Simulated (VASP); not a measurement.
Runs of VASP 6.6.1 on CdTe. The structure is that of space group I-4m2 (No. 119), or close to it. The cells are those of the table. 

| cell | gap on the mesh (eV) | pressure (GPa) |
| --- | --- | --- |
| a = 4.498, b = 4.760 Å, angles 58.1, 63.9, 58.1°, 2 atoms | 0.33 | -1.2 |
| a = 4.601, b = 4.413 Å, angles 61.3, 57.3, 61.3°, 2 atoms | (b) | 0.1 |
| a = 4.682, b = 4.392 Å, angles 62.0, 55.9, 62.0°, 2 atoms | 0.35 | -1.1 |
| a = 4.641, b = 4.354 Å, angles 62.0, 55.9, 62.0°, 2 atoms | 0.43 | (c) |
| a = 4.642, b = 4.452 Å, angles 61.3, 57.3, 61.3°, 2 atoms | 0.45 | (a) |

Alike in all rows: task single point; level LDA; potentials or basis VASP PAW LDA potentials, release 64 (Cd, Te); no spin polarisation; k mesh 8 × 8 × 8; cutoff (eV) 520; smearing gaussian 0.05 eV.

Fill in the values left out.

(a) -1.0; (b) 0.53; (c) 0.0.

Caveats: spin-orbit coupling is left out, which moves the levels of the heavy elements.

A k mesh can miss the band edges, and the runs leave out spin-orbit coupling on Cd, Te.
